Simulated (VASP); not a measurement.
Set up this calculation in VASP 6.6.1, as the native input.

| Item | Value |
| --- | --- |
| Task | single point |
| Functional | PBEsol |
| Potentials or basis | VASP PAW PBE potentials, release 64 (As) |
| Cutoff | 520 eV |
| k mesh | 10 × 10 × 10 |
| Occupations | fermi-dirac, width 0.1 eV |
| Spin | no spin polarisation |
| Dipole correction | no |
| Further INCAR settings | ALGO = Normal; EDIFF = 1e-06; NBANDS = 12 |

The structure of As lies in POSCAR:

```
As
1.0
    0.0000000000      2.9246025099      2.9246025099
    2.9246025099      0.0000000000      2.9246025099
    2.9246025099      2.9246025099      0.0000000000
As
2
Direct
    0.1250000000      0.1250000000      0.1250000000
    0.8750000000      0.8750000000      0.8750000000
```

This cell differs from its parent crystal: volume scaled by 0.92.

These files were run (other wordings do the same):

INCAR

```
SYSTEM = As
PREC = Accurate ; ENCUT = 520
EDIFF = 1E-6 ; ISMEAR = -1
SIGMA = 0.1 ; LREAL = .FALSE.
LASPH = .TRUE. ; NELM = 100
ALGO = Normal ; ISIF = 2
LWAVE = .FALSE. ; LCHARG = .FALSE.
GGA = PS ; NBANDS = 12
```

KPOINTS

```
Automatic mesh
0
G
  10 10 10
  0 0 0
```

Potentials or basis: VASP PAW PBE potentials, release 64 (As).

Launch:

```console
$ cat potpaw_PBE.64/As/POTCAR > POTCAR
$ mpirun -np 1 vasp_std > vasp.out
```

Results of the run:

| Quantity | Value |
| --- | --- |
| Pressure | 5.1 GPa |
| Band gap on the k mesh | zero (band 5 reaches 4.90 eV, above the bottom of band 6 at 3.07 eV) |

Caveat: the PAW data sets were made with another functional, which shifts forces and pressure a little.

It took 30 s on 1 thread of AMD EPYC 7571, with other jobs on the host, peak memory 0.15 GiB.
